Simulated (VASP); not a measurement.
# GaN (P6_3mc) in VASP: a series of runs, part 2 of 2

VASP 6.6.1.

## Step 6: Relaxation of cell and atoms, LDA

This run uses another cell than the first one, of 11.31 Å³/atom, 1.023 times its volume.

File INCAR:

```
SYSTEM = GaN
PREC = Accurate
ENCUT = 600
EDIFF = 1E-7
ISMEAR = 0
SIGMA = 0.01
LREAL = .False.
LASPH = .True.
NELM = 60
ALGO = Normal
ISIF = 3
LWAVE = .False.
LCHARG = .False.
GGA = CA
IBRION = 2
NSW = 100
EDIFFG = -0.005
```

File KPOINTS:

```
regular mesh
0
Gamma
  12 12 4
  0 0 0
```

File POSCAR:

```
GaN
1.0
    3.1800000000      0.0000000000      0.0000000000
   -1.5900000000      2.7539607800      0.0000000000
    0.0000000000      0.0000000000      5.1660000000
Ga N
2 2
Direct
    0.3333333333      0.6666666667      0.0000000000
    0.6666666667      0.3333333333      0.5000000000
    0.3333333333      0.6666666667      0.3750000000
    0.6666666667      0.3333333333      0.8750000000
```

Potentials or basis: VASP PAW LDA potentials, release 64 (Ga_d, N).

Launch:

```console
> cat potpaw_LDA.64/Ga_d/POTCAR potpaw_LDA.64/N/POTCAR > POTCAR
> mpirun -np 1 vasp_std > vasp.out
```

OUTCAR:

```text
SYSTEM = GaN
   PREC = Accurate
   ENCUT = 600
   EDIFF = 1E-7
   ISMEAR = 0
   LREAL = .False.
   LASPH = .True.
   NELM = 60
   ISIF = 3
   GGA = CA
   IBRION = 2
   NSW = 100
   EDIFFG = -0.005

 ion  position               nearest neighbor table
   1  0.333  0.667  0.000-   3 1.94   4 1.95   4 1.95   4 1.95
   2  0.667  0.333  0.500-   4 1.94   3 1.95   3 1.95   3 1.95
   3  0.333  0.667  0.375-   1 1.94   2 1.95   2 1.95   2 1.95
   4  0.667  0.333  0.875-   2 1.94   1 1.95   1 1.95   1 1.95

  LATTYP: Found a hexagonal cell.
 ALAT       =     3.1800000000
 C/A-ratio  =     1.6245283019

  Lattice vectors:

 A1 = (   3.1800000000,   0.0000000000,   0.0000000000)
 A2 = (  -1.5900000000,   2.7539607800,   0.0000000000)
 A3 = (   0.0000000000,   0.0000000000,   5.1660000000)

Analysis of symmetry for initial positions (statically):
=====================================================================
 Subroutine PRICEL returns:
 Original cell was already a primitive cell.

 Routine SETGRP: Setting up the symmetry group for a
 hexagonal supercell.

 Subroutine GETGRP returns: Found 12 space group operations
 (whereof  6 operations were pure point group operations)
 out of a pool of 24 trial point group operations.

The static configuration has the point symmetry C_3v.
 The point group associated with its full space group is C_6v.

Analysis of symmetry for dynamics (positions and initial velocities):
=====================================================================
 Subroutine PRICEL returns:
 Original cell was already a primitive cell.

 Routine SETGRP: Setting up the symmetry group for a
 hexagonal supercell.

 Subroutine GETGRP returns: Found 12 space group operations
[... 126 lines left out ...]
   IMIX   =      4    mixing-type and parameters
     AMIX     =   0.40;   BMIX     =  1.00
     AMIX_MAG =   1.60;   BMIX_MAG =  1.00
  volume/ion in A,a.u.               =      11.31        76.33
  Fermi-wavevector in a.u.,A,eV,Ry     =   1.517036  2.866782 31.312427  2.301398
  Thomas-Fermi vector in A             =   2.626345
   LORBIT       =      0    0 simple, 1 ext, 2 COOP (PROOUT), +10 PAW based schemes
   GGA     = CA    functional components
   LHFCALC =     F    Hartree Fock is set to
   AEXX    =    0.0000 exact exchange contribution
   IVDW    =     0    specifies the selected vdW correction
   LEPSILON=     F    determine dielectric tensor
   LRPA    =     F    only Hartree local field effects (RPA)
 conjugate gradient relaxation of ions
 non-spin polarized calculation
 Gauss-broadening in eV      SIGMA  =   0.01
  energy-cutoff  :      600.00
  volume of cell :       45.24
 maximum number of plane-waves:      1530
 NGX is ok and might be reduce to    28
   NGX = 13   NGY = 13   NGZ = 21

--------------------------------------- Ionic step        1  -------------------------------------------

 number of electron      35.9999992 magnetization

 Free energy of the ion-electron system (eV)
  ---------------------------------------------------
  ext. energy  EPLUGINS =         0.00000000
  ---------------------------------------------------
  free energy    TOTEN  =       -27.90148707 eV

  energy without entropy =      -27.90148707  energy(sigma->0) =      -27.90148707

------------------------ aborting loop because EDIFF is reached ----------------------------------------

  FORCE on cell =-STRESS in cart. coord.  units (eV):
  Direction    XX          YY          ZZ          XY          YZ          ZX
  --------------------------------------------------------------------------------------
  -------------------------------------------------------------------------------------
  Total       -1.2032769     -1.2032769     -0.5927731      0.0000000      0.0000000      0.0000000
  in kB      -42.6124879    -42.6124877    -20.9922883      0.0000000      0.0000000      0.0000000
  external PRESSURE =     -35.4057546 kB  Pullay stress =       0.0000000 kB
[... 177 lines left out ...]
--------------------------------------- Ionic step        6  -------------------------------------------

 number of electron      35.9999987 magnetization

 Free energy of the ion-electron system (eV)
  ---------------------------------------------------
  ext. energy  EPLUGINS =         0.00000000
  ---------------------------------------------------
  free energy    TOTEN  =       -27.91235073 eV

  energy without entropy =      -27.91235073  energy(sigma->0) =      -27.91235073

 E-fermi :   5.4391     XC(G=0): -12.2718

 val. band max:        5.3844865952   @ k =   0.0000   0.0000   0.0000
 cond. band min:       7.4949242234   @ k =   0.0000   0.0000   0.0000
 fundamental gap:      2.1104376282
 Fermi energy:         5.4391470568

 k-point     1 :       0.0000    0.0000    0.0000
  band No.  band energies     occupation
      1     -10.7145      2.00000
      2      -9.7507      2.00000
      3      -8.1986      2.00000
      4      -8.1811      2.00000
      5      -8.1811      2.00000
      6      -8.1151      2.00000
[... 589 lines left out ...]
     21      12.5931      0.00000
     22      13.5807      0.00000

 [... further k-points ...]
[... 5 lines left out ...]
  --------------------------------------------------------------------------------------
  -------------------------------------------------------------------------------------
  Total        0.0071862      0.0071862     -0.0100600      0.0000000      0.0000000      0.0000000
  in kB        0.2591635      0.2591635     -0.3628025      0.0000000      0.0000000      0.0000000
  external PRESSURE =       0.0518415 kB  Pullay stress =       0.0000000 kB
[... 19 lines left out ...]
  FREE ENERGIE OF THE ION-ELECTRON SYSTEM (eV)
  ---------------------------------------------------
  free  energy   TOTEN  =       -27.9123507255 eV

  energy  without entropy=      -27.9123507255  energy(sigma->0) =      -27.91235073

 reached required accuracy - stopping structural energy minimisation
```

OSZICAR:

```text
N       E                     dE             d eps       ncg     rms          rms(c)
DAV:   1     0.291403189368E+03    0.29140E+03   -0.20166E+04  2600   0.333E+03
DAV:   2     0.701656883417E+01   -0.28439E+03   -0.27580E+03  2742   0.563E+02
DAV:   3    -0.304411919150E+02   -0.37458E+02   -0.37092E+02  2904   0.162E+02
[... 54 lines left out ...]
DAV:   1    -0.279123658896E+02   -0.17431E-04   -0.49104E-04  3582   0.410E-01    0.258E-02
DAV:   2    -0.279123539829E+02    0.11907E-04   -0.57864E-05  3324   0.162E-01    0.116E-02
DAV:   3    -0.279123509674E+02    0.30156E-05   -0.90714E-06  4268   0.676E-02    0.281E-03
DAV:   4    -0.279123507346E+02    0.23274E-06   -0.25347E-06  2770   0.144E-02    0.129E-03
DAV:   5    -0.279123507255E+02    0.90849E-08   -0.90844E-08  1370   0.304E-03
   6 F= -.27912351E+02 E0= -.27912351E+02  d E =-.100673E-04
```

It took 2 min on 1 thread of Intel Xeon 6975P-C (Granite Rapids), shared host; peak memory 0.2 GiB.

Results:

```
Free energy                            : -27.9124 eV
Relaxed volume                         : 11.11 Å³/atom
Relaxed cell                           : a = 3.157 Å, b = 3.157 Å, c = 5.148 Å, α = 90.00°, β = 90.00°, γ = 120.00°
Space group after relaxing (to 0.05 Å) : P6_3mc (No. 186)
Energy gained by relaxing              : 2.7 meV/atom
Ionic steps                            : 6
Pressure after relaxing                : 0.0 GPa
Band gap on the k mesh                 : 2.11 eV, direct
```

Forces in eV/Å, atoms in the order of the input:
```
Ga   0.000  0.000 -0.003
Ga   0.000  0.000 -0.003
N    0.000  0.000  0.003
N    0.000  0.000  0.003
```

Step by step:
```csv
step,energy change (eV),largest force (eV/Å),pressure (GPa),volume (Å³)
1,0.0000,0.1275,-3.54,45.24
2,-0.0001,0.1149,3.80,43.62
3,-0.0109,0.0110,-0.01,44.42
4,-0.0109,0.0085,0.08,44.40
5,-0.0109,0.0001,-0.15,44.44
6,-0.0109,0.0028,0.01,44.43
```

Final structure:
```
Ga N
1.0
     3.15678    0.00000    0.00000
    -1.57839    2.73385    0.00000
     0.00000    0.00000    5.14776
Ga N
2 2
Direct
  0.33333 0.66667 0.99934
  0.66667 0.33333 0.49934
  0.33333 0.66667 0.37566
  0.66667 0.33333 0.87566
```

A hybrid or GW would open this gap; LDA tends to underestimate it. LDA usually gives volumes a few per cent too small.

## Step 7: Relaxation of cell and atoms, RPBE

This run uses another cell than the first one, of 11.31 Å³/atom, 1.023 times its volume.

File INCAR:

```
SYSTEM = GaN
ALGO = Normal
EDIFF = 1E-6
EDIFFG = -0.005
ENCUT = 600
GGA = RP
IBRION = 2
ISIF = 3
ISMEAR = 0
LASPH = .TRUE.
LCHARG = .FALSE.
LREAL = .FALSE.
LWAVE = .FALSE.
NELM = 60
NSW = 100
PREC = Accurate
SIGMA = 0.01
```

File KPOINTS:

```
k-points
0
G
  12 12 4
  0 0 0
```

POSCAR is that of step 6.

Potentials or basis: VASP PAW PBE potentials, release 64 (Ga_d, N).

Launch:

```console
> cat potpaw_PBE.64/Ga_d/POTCAR potpaw_PBE.64/N/POTCAR > POTCAR
> mpirun -np 1 vasp_std > vasp.out
```

Wall time 2.8 min (1 thread of Intel Xeon 6975P-C (Granite Rapids), shared host); peak memory 0.22 GiB.

Results (log left out):

```
Free energy                            : -22.6915 eV
Relaxed volume                         : 12.03 Å³/atom
Relaxed cell                           : a = 3.243 Å, b = 3.243 Å, c = 5.282 Å, α = 90.00°, β = 90.00°, γ = 120.00°
Space group after relaxing (to 0.05 Å) : P6_3mc (No. 186)
Energy gained by relaxing              : 24.0 meV/atom
Ionic steps                            : 10
Pressure after relaxing                : 0.0 GPa
Band gap on the k mesh                 : 1.62 eV, direct
```

Step by step:
```tsv
step	energy change (eV)	largest force (eV/Å)	pressure (GPa)	volume (Å³)
1	0.0000	0.1384	11.14	45.24
2	-0.0374	0.0462	-7.14	50.59
3	-0.0959	0.0117	-0.03	48.12
4	-0.0959	0.0137	0.12	48.07
5	-0.0959	0.0085	0.13	48.07
6	-0.0959	0.0052	0.12	48.07
7	-0.0960	0.0027	-0.07	48.13
8	-0.0960	0.0015	0.10	48.10
9	-0.0960	0.0012	-0.12	48.12
10	-0.0960	0.0009	-0.03	48.11
```

Final structure:
```
CELL_PARAMETERS angstrom
3.24300 0.00000 0.00000
-1.62150 2.80852 0.00000
0.00000 0.00000 5.28237
ATOMIC_POSITIONS crystal
Ga 0.33333 0.66667 0.99907
Ga 0.66667 0.33333 0.49907
N 0.33333 0.66667 0.37593
N 0.66667 0.33333 0.87593
```

Levels at points of the mesh, in eV from the valence-band top:
```tsv
k point	band 14	band 15	band 16	band 17	band 18	band 19	band 20	band 21	band 22
(0.00, 0.00, 0.00)	-0.97	-0.97	-0.03	0.00	0.00	1.62	3.99	9.00	9.67
(0.50, 0.00, 0.00)	-5.09	-3.94	-2.55	-2.03	-0.93	5.01	5.29	6.02	8.26
(0.00, 0.00, 0.50)	-3.74	-0.50	-0.50	-0.50	-0.50	3.99	3.99	8.29	8.29
(0.50, 0.00, 0.50)	-6.29	-1.81	-1.81	-1.77	-1.77	4.32	4.32	7.51	7.51
```

Caveat: the PAW data sets were made with another functional, which shifts forces and pressure a little.

## Step 8: The runs side by side

```csv
task,level,potentials or basis,cell,cutoff (eV),gap on the mesh (eV),pressure (GPa),relaxed volume (Å³/atom)
single point,LDA,"VASP PAW LDA potentials, release 64 (Ga_d, N)","a = 3.152, b = 3.152, c = 5.138 Å, angles 90.0, 90.0, 120.0°, 4 atoms",520,2.15,1.1,-
single point,revPBE+D3(BJ),"VASP PAW PBE potentials, release 64 (Ga_d, N)","a = 3.192, b = 3.192, c = 5.203 Å, angles 90.0, 90.0, 120.0°, 4 atoms",520,1.92,-0.2,-
single point,RPBE,"VASP PAW PBE potentials, release 64 (Ga_d, N)","a = 3.244, b = 3.244, c = 5.283 Å, angles 90.0, 90.0, 120.0°, 4 atoms",520,1.62,-0.1,-
relaxation of cell and atoms,revPBE+D3(BJ),"VASP PAW PBE potentials, release 64 (Ga_d, N)","relaxed from a = 3.180, b = 3.180, c = 5.166 Å, angles 90.0, 90.0, 120.0°, 4 atoms",600,1.92,0.0,11.47
relaxation of cell and atoms,LDA,"VASP PAW LDA potentials, release 64 (Ga_d, N)","relaxed from a = 3.180, b = 3.180, c = 5.166 Å, angles 90.0, 90.0, 120.0°, 4 atoms",600,2.11,0.0,11.11
relaxation of cell and atoms,RPBE,"VASP PAW PBE potentials, release 64 (Ga_d, N)","relaxed from a = 3.180, b = 3.180, c = 5.166 Å, angles 90.0, 90.0, 120.0°, 4 atoms",600,1.62,0.0,12.03
```

Alike in all rows: no spin polarisation; k mesh 12 × 12 × 4; smearing gaussian 0.01 eV.

Caveats: the PAW data sets were made with another functional, which shifts forces and pressure a little (some runs).

Total energies depend on the potentials used, so only differences within one code and one set of settings carry meaning.

## Step 9: Against experiment

Step 2. Against the measured gap of GaN, 3.503 eV (direct; quoted in “Studying electronic properties in GaN without electrical contacts using γ-γ vs e−-γ Perturbed Angular Correlations”, 2019, pmc:6823545), the calculated 2.15 eV is off by -1.36 eV. Spin-orbit coupling on Ga is left out. The value is that of LDA, without temperature or zero-point motion. Semilocal functionals fall short of measured gaps as a rule.

Step 3. A measured gap of GaN is 3.503 eV (direct; quoted in “Studying electronic properties in GaN without electrical contacts using γ-γ vs e−-γ Perturbed Angular Correlations”, 2019, pmc:6823545); the calculated 1.92 eV misses it by -1.59 eV. Spin-orbit coupling on Ga is left out. The value is that of revPBE+D3(BJ), without temperature or zero-point motion. Semilocal functionals fall short of measured gaps as a rule.

Step 4. Against the measured gap of GaN, 3.503 eV (direct; quoted in “Studying electronic properties in GaN without electrical contacts using γ-γ vs e−-γ Perturbed Angular Correlations”, 2019, pmc:6823545), the calculated 1.62 eV is off by -1.88 eV. So large a miss can be the level of theory's own, or it may mean another phase, state or a wrong row. Spin-orbit coupling on Ga is left out. The value is that of RPBE, without temperature or zero-point motion. Semilocal functionals fall short of measured gaps as a rule.
